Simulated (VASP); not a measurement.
# In3Cu (Im-3m) in VASP: notebook

In3Cu is run at these levels: PBE; tasks: single point, relaxation of cell and atoms.

Program: VASP 6.6.1. These are calculated values, not measurements. Logs are shortened: lines on timing, memory, paths and dates and some standing lists are left out, and cuts for length are marked.

### 1 The cell of the first run

It takes space group Im-3m (No. 229, cubic). The conventional cell has a = 5.873 Å, b = 5.873 Å, c = 5.873 Å, α = 90.00°, β = 90.00°, γ = 90.00°. In (site symmetry 4/mmm) has 4 In at 2.94 Å and 2 Cu at 2.94 Å within 3.9 Å. Within 3.9 Å of Cu (site symmetry m-3m) lie 6 In at 2.94 Å.

The cell was generated, and may not be a known phase.

### 2 Single point, PBE

INCAR reads:

```
  PREC = Accurate
  ENCUT = 520
  EDIFF = 1E-6
  ISMEAR = 0
  SIGMA = 0.1
  LREAL = False
  LASPH = True
  NELM = 80
  ALGO = Fast
  ISIF = 2
  LWAVE = False
  LCHARG = False
  GGA = PE
  NBANDS = 33
```

KPOINTS reads:

```
Automatic mesh
0
Gamma
  12 12 12
```

POSCAR reads:

```
In3Cu
1.0
   -2.9367320347      2.9367320347      2.9367320347
    2.9367320347     -2.9367320347      2.9367320347
    2.9367320347      2.9367320347     -2.9367320347
In Cu
3 1
Direct
    0.0000000000      0.5000000000      0.5000000000
    0.5000000000      0.0000000000      0.5000000000
    0.5000000000      0.5000000000      0.0000000000
    0.0000000000      0.0000000000      0.0000000000
```

Potentials or basis: VASP PAW PBE potentials, release 64 (In_d, Cu).

Launch:

```sh
$ cat potpaw_PBE.64/In_d/POTCAR potpaw_PBE.64/Cu/POTCAR > POTCAR
$ mpirun -np 1 vasp_std > vasp.out
```

OUTCAR:

```text
PREC = Accurate
   ENCUT = 520
   EDIFF = 1E-6
   ISMEAR = 0
   LREAL = False
   LASPH = True
   NELM = 80
   ISIF = 2
   GGA = PE

 ion  position               nearest neighbor table
   1  0.000  0.500  0.500-   2 2.94   3 2.94   4 2.94   4 2.94   3 2.94   2 2.94
   2  0.500  0.000  0.500-   1 2.94   3 2.94   4 2.94   3 2.94   4 2.94   1 2.94
   3  0.500  0.500  0.000-   1 2.94   2 2.94   4 2.94   2 2.94   1 2.94   4 2.94
   4  0.000  0.000  0.000-   1 2.94   2 2.94   3 2.94   1 2.94   2 2.94   3 2.94

  LATTYP: Found a body centered cubic cell.
 ALAT       =     5.8734640694

  Lattice vectors:

 A1 = (  -2.9367320347,   2.9367320347,   2.9367320347)
 A2 = (   2.9367320347,  -2.9367320347,   2.9367320347)
 A3 = (   2.9367320347,   2.9367320347,  -2.9367320347)

Analysis of symmetry for initial positions (statically):
=====================================================================
 Subroutine PRICEL returns:
 Original cell was already a primitive cell.

 Routine SETGRP: Setting up the symmetry group for a
 body centered cubic supercell.

 Subroutine GETGRP returns: Found 48 space group operations
 (whereof 48 operations were pure point group operations)
 out of a pool of 48 trial point group operations.

The static configuration has the point symmetry O_h .

Analysis of symmetry for dynamics (positions and initial velocities):
=====================================================================
 Subroutine PRICEL returns:
 Original cell was already a primitive cell.

 Routine SETGRP: Setting up the symmetry group for a
 body centered cubic supercell.

 Subroutine GETGRP returns: Found 48 space group operations
 (whereof 48 operations were pure point group operations)
 out of a pool of 48 trial point group operations.

The dynamic configuration has the point symmetry O_h .

 Subroutine INISYM returns: Found 48 space group operations
 (whereof 48 operations are pure point group operations),
 and found     1 'primitive' translations

----------------------------------------------------------------------------------------

                                     Primitive cell

  volume of cell :     101.3101

  direct lattice vectors                    reciprocal lattice vectors
    -2.936732035  2.936732035  2.936732035     0.000000000  0.170257277  0.170257277
     2.936732035 -2.936732035  2.936732035     0.170257277  0.000000000  0.170257277
     2.936732035  2.936732035 -2.936732035     0.170257277  0.170257277  0.000000000

  length of vectors
     5.086569092  5.086569092  5.086569092     0.240780150  0.240780150  0.240780150

  position of ions in fractional coordinates (direct lattice)
     0.000000000  0.500000000  0.500000000
     0.500000000  0.000000000  0.500000000
     0.500000000  0.500000000  0.000000000
     0.000000000  0.000000000  0.000000000

  ion indices of the primitive-cell ions
   primitive index   ion index
                 1           1
                 2           2
                 3           3
                 4           4

----------------------------------------------------------------------------------------

 KPOINTS: Automatic mesh

Automatic generation of k-mesh.
 Grid dimensions read from file:
 generate k-points for:   12   12   12

 Generating k-lattice:

  Cartesian coordinates                     Fractional coordinates (reciprocal lattice)
     0.000000000  0.014188106  0.014188106     0.083333333  0.000000000  0.000000000
     0.014188106  0.000000000  0.014188106     0.000000000  0.083333333  0.000000000
     0.014188106  0.014188106  0.000000000     0.000000000  0.000000000  0.083333333

  Length of vectors
     0.020065013  0.020065013  0.020065013

  Shift w.r.t. Gamma in fractional coordinates (k-lattice)
     0.000000000  0.000000000  0.000000000

 Subroutine IBZKPT returns following result:
 ===========================================

 Found     72 irreducible k-points:

 Following reciprocal coordinates:
            Coordinates               Weight
  0.000000  0.000000  0.000000      1.000000
  0.083333  0.000000  0.000000     12.000000
  0.166667  0.000000  0.000000     12.000000
  0.250000  0.000000  0.000000     12.000000
  0.333333  0.000000  0.000000     12.000000
  0.416667  0.000000  0.000000     12.000000
[... 16 lines left out ...]
  0.333333  0.083333  0.083333     24.000000
  0.416667  0.083333  0.083333     12.000000
 [... further k-points ...]
   k-points           NKPTS =     72   k-points in BZ     NKDIM =     72   number of bands    NBANDS=     33
   number of dos      NEDOS =    301   number of ions     NIONS =      4
   total plane-waves  NPLWV =  64000
   dimension x,y,z NGX =    40 NGY =   40 NGZ =   40
   dimension x,y,z NGXF=    80 NGYF=   80 NGZF=   80
   ions per type =               3   1
   NGX,Y,Z   is equivalent  to a cutoff of  13.07, 13.07, 13.07 a.u.
   NGXF,Y,Z  is equivalent  to a cutoff of  26.15, 26.15, 26.15 a.u.
 SYSTEM =  unknown system
   PREC   = accura    normal or accurate (medium, high low for compatibility)
   ISTART =      0    job   : 0-new  1-cont  2-samecut
   ICHARG =      2    charge: 1-file 2-atom 10-const
   ISPIN  =      1    spin polarized calculation?
   LNONCOLLINEAR =      F non collinear calculations
   LSORBIT =      F    spin-orbit coupling
   LASPH  =      T    aspherical Exc in radial PAW
   ENCUT  =  520.0 eV  38.22 Ry    6.18 a.u.   9.46  9.46  9.46*2*pi/ulx,y,z
   NELM   =     80;   NELMIN=  2; NELMDL= -5     # of ELM steps
   EDIFF  = 0.1E-05   stopping-criterion for ELM
   LREAL  =      F    real-space projection
   EDIFFG = 0.1E-04   stopping-criterion for IOM
   NSW    =      0    number of steps for IOM
   IBRION =     -1    ionic relax: 0-MD 1-quasi-New 2-CG
   NFREE  =      0    steps in history (QN), initial steepest desc. (CG)
   ISIF   =      2    stress and relaxation
   ISYM   =      2    0-nonsym 1-usesym 2-fastsym
   POTIM  = 0.5000    time-step for ionic-motion
   TEBEG  =    0.0;   TEEND  =   0.0 temperature during run
   PSTRESS=    0.0 pullay stress
   NELECT =      50.0000    total number of electrons
   NUPDOWN=      -1.0000    fix difference up-down
   EMIN   =  10.00;   EMAX   =-10.00  energy-range for DOS
   EFERMI =   0.00;   METHOD = LEGACY
   ISMEAR =     0;   SIGMA  =   0.10  broadening in eV -4-tet -1-fermi 0-gaus
   EFERMI_NEDOS =   21; number of points for ismear=-14 and -15
   IALGO  =     68    algorithm
   IMIX   =      4    mixing-type and parameters
     AMIX     =   0.40;   BMIX     =  1.00
     AMIX_MAG =   1.60;   BMIX_MAG =  1.00
  volume/ion in A,a.u.               =      25.33       170.92
  Fermi-wavevector in a.u.,A,eV,Ry     =   1.293741  2.444815 22.772949  1.673765
  Thomas-Fermi vector in A             =   2.425367
   LORBIT       =      0    0 simple, 1 ext, 2 COOP (PROOUT), +10 PAW based schemes
   GGA     = PE    functional components
   LHFCALC =     F    Hartree Fock is set to
   AEXX    =    0.0000 exact exchange contribution
   IVDW    =     0    specifies the selected vdW correction
   LEPSILON=     F    determine dielectric tensor
   LRPA    =     F    only Hartree local field effects (RPA)
 non-spin polarized calculation
 RMM-DIIS sequential band-by-band and
 Gauss-broadening in eV      SIGMA  =   0.10
  energy-cutoff  :      520.00
  volume of cell :      101.31
 maximum number of plane-waves:      2760
 NGX is ok and might be reduce to    40
   NGX = 19   NGY = 19   NGZ = 19

 number of electron      49.9999990 magnetization

 Free energy of the ion-electron system (eV)
  ---------------------------------------------------
  ext. energy  EPLUGINS =         0.00000000
  ---------------------------------------------------
  free energy    TOTEN  =       -10.33137373 eV

  energy without entropy =      -10.32269630  energy(sigma->0) =      -10.32703502

 E-fermi :   6.0948     XC(G=0):  -9.9746

 val. band max:        6.0913750338   @ k =   0.0833   0.0833   0.0833
 cond. band min:       6.1353848068   @ k =  -0.4167  -0.4167   0.1667
 fundamental gap:      0.0440097730
 Fermi energy:         6.0948229289

 k-point     1 :       0.0000    0.0000    0.0000
  band No.  band energies     occupation
      1      -8.8885      2.00000
      2      -8.8885      2.00000
      3      -8.6143      2.00000
      4      -8.6143      2.00000
      5      -8.6143      2.00000
      6      -8.5821      2.00000
[... 25 lines left out ...]
     32      10.9008      0.00000
     33      10.9008      0.00000

 k-point     2 :       0.0833    0.0000    0.0000
  band No.  band energies     occupation
      1      -8.8834      2.00000
      2      -8.8735      2.00000
      3      -8.6094      2.00000
      4      -8.6082      2.00000
      5      -8.6050      2.00000
      6      -8.5763      2.00000
[... 25 lines left out ...]
     32      11.0860      0.00000
     33      11.2039      0.00000

 k-point     3 :       0.1667    0.0000    0.0000
  band No.  band energies     occupation
      1      -8.8697      2.00000
      2      -8.8291      2.00000
      3      -8.5955      2.00000
      4      -8.5906      2.00000
      5      -8.5779      2.00000
      6      -8.5588      2.00000
[... 25 lines left out ...]
     32      11.5981      0.00000
     33      12.0986      0.00000

 k-point     4 :       0.2500    0.0000    0.0000
  band No.  band energies     occupation
      1      -8.8517      2.00000
      2      -8.7577      2.00000
      3      -8.5746      2.00000
      4      -8.5639      2.00000
      5      -8.5353      2.00000
      6      -8.5285      2.00000
[... 673 lines left out ...]
     32      11.8884      0.00000
     33      13.7825      0.00000

 k-point    23 :       0.3333    0.0833    0.0833
  band No.  band energies     occupation
      1      -8.7725      2.00000
      2      -8.5532      2.00000
      3      -8.5094      2.00000
      4      -8.4831      2.00000
      5      -8.4301      2.00000
      6      -8.4172      2.00000
[... 25 lines left out ...]
     32      11.6775      0.00000
     33      14.1292      0.00000

 k-point    24 :       0.4167    0.0833    0.0833
  band No.  band energies     occupation
      1      -8.7675      2.00000
      2      -8.5002      2.00000
      3      -8.4743      2.00000
      4      -8.4445      2.00000
      5      -8.4149      2.00000
      6      -8.3740      2.00000
[... 25 lines left out ...]
     32      12.5796      0.00000
     33      13.4964      0.00000

 [... further k-points ...]

------------------------ aborting loop because EDIFF is reached ----------------------------------------

  FORCE on cell =-STRESS in cart. coord.  units (eV):
  Direction    XX          YY          ZZ          XY          YZ          ZX
  --------------------------------------------------------------------------------------
  -------------------------------------------------------------------------------------
  Total       -0.0809237     -0.0809237     -0.0809237      0.0000000      0.0000000     -0.0000000
  in kB       -1.2797741     -1.2797741     -1.2797741      0.0000000      0.0000000     -0.0000000
  external PRESSURE =      -1.2797741 kB  Pullay stress =       0.0000000 kB

 VOLUME and BASIS-vectors are now :
 -----------------------------------------------------------------------------
  energy-cutoff  :      520.00
  volume of cell :      101.31
      direct lattice vectors                 reciprocal lattice vectors
    -2.936732035  2.936732035  2.936732035     0.000000000  0.170257277  0.170257277
     2.936732035 -2.936732035  2.936732035     0.170257277  0.000000000  0.170257277
     2.936732035  2.936732035 -2.936732035     0.170257277  0.170257277  0.000000000

 POSITION                                       TOTAL-FORCE (eV/Angst)
 -----------------------------------------------------------------------------------
      2.93673      0.00000      0.00000        -0.000000      0.000000     -0.000000
      0.00000      2.93673      0.00000        -0.000000      0.000000      0.000000
      0.00000      0.00000      2.93673         0.000000      0.000000      0.000000
      0.00000      0.00000      0.00000         0.000000     -0.000000     -0.000000
 -----------------------------------------------------------------------------------
    total drift:                               -0.000000     -0.000000      0.000000

  FREE ENERGIE OF THE ION-ELECTRON SYSTEM (eV)
  ---------------------------------------------------
  free  energy   TOTEN  =       -10.3313737274 eV

  energy  without entropy=      -10.3226963035  energy(sigma->0) =      -10.32703502
```

Wall time 11 min (1 thread of Intel Xeon 8259CL, shared host); peak memory 0.38 GiB.

Results:

- Free energy: -10.3314 eV
- Pressure: -0.1 GPa
- Band gap on the k mesh: zero (bands 25 and 26 overlap by 5.50 eV)

Caveat: spin-orbit coupling is left out, which moves the levels of the heavy elements.

### 3 Relaxation of cell and atoms, PBE

This run uses another cell than the first one, of 25.11 Å³/atom.

INCAR reads:

```
PREC = Accurate ; ENCUT = 600
EDIFF = 1E-7 ; ISMEAR = 0
SIGMA = 0.1 ; LREAL = False
LASPH = True ; NELM = 100
ALGO = Fast ; ISIF = 3
LWAVE = False ; LCHARG = False
GGA = PE ; IBRION = 2
NSW = 100 ; EDIFFG = -0.01
```

KPOINTS reads:

```
regular mesh
0
Gamma
  12 12 12
```

POSCAR reads:

```
In3Cu
1.0
   -2.9281083343      2.9281083343      2.9281083343
    2.9281083343     -2.9281083343      2.9281083343
    2.9281083343      2.9281083343     -2.9281083343
In Cu
3 1
Direct
    0.0000000000      0.5000000000      0.5000000000
    0.5000000000      0.0000000000      0.5000000000
    0.5000000000      0.5000000000      0.0000000000
    0.0000000000      0.0000000000      0.0000000000
```

Potentials or basis: VASP PAW PBE potentials, release 64 (In_d, Cu).

Launch:

```sh
$ cat potpaw_PBE.64/In_d/POTCAR potpaw_PBE.64/Cu/POTCAR > POTCAR
$ mpirun -np 1 vasp_std > vasp.out
```

Run time: 25 min. Hardware: 1 thread of Intel Xeon 8259CL, shared host; peak memory 0.42 GiB.

The run converged. Its results:

```yaml
Free_energy: -10.3313 eV
Relaxed_volume: 25.34 Å³/atom
Relaxed_cell: a = 5.087 Å, b = 5.087 Å, c = 5.087 Å, α = 109.47°, β = 109.47°, γ = 109.47°
Space_group_after_relaxing_to_0.1_Å: Im-3m (No. 229)
Energy_gained_by_relaxing: 0.3 meV/atom
Ionic_steps: 2
Pressure_after_relaxing: 0.0 GPa
Band_gap_on_the_k_mesh: zero (bands 25 and 26 overlap by 5.50 eV)
```

The path:
```tsv
step	energy change (eV)	largest force (eV/Å)	pressure (GPa)	volume (Å³)
1	0.0000	0.0000	0.41	100.42
2	-0.0013	0.0000	0.04	101.35
```

Final structure:
```
CELL_PARAMETERS angstrom
-2.93708 2.93708 2.93708
2.93708 -2.93708 2.93708
2.93708 2.93708 -2.93708
ATOMIC_POSITIONS crystal
In 0.00000 0.50000 0.50000
In 0.50000 0.00000 0.50000
In 0.50000 0.50000 0.00000
Cu 0.00000 0.00000 0.00000
```

Levels at points of the mesh, in eV from the Fermi level:
| k point | band 21 | band 22 | band 23 | band 24 | band 25 | band 26 | band 27 | band 28 | band 29 | band 30 |
| --- | --- | --- | --- | --- | --- | --- | --- | --- | --- | --- |
| (0.00, 0.00, 0.00) | -2.26 | -0.50 | -0.50 | -0.50 | -0.34 | -0.34 | 0.81 | 0.81 | 0.81 | 1.63 |
| (0.50, 0.00, 0.00) | -2.47 | -2.23 | -2.20 | -1.14 | -0.79 | -0.09 | 2.77 | 3.44 | 3.91 | 4.32 |
| (0.50, 0.50, 0.50) | -3.05 | -2.19 | -2.19 | -2.19 | -1.89 | -1.89 | 3.33 | 3.33 | 3.33 | 5.41 |

Caveat: spin-orbit coupling is left out, which moves the levels of the heavy elements.

The gap in the log of VASP goes by the Fermi energy; the results here count the filled bands.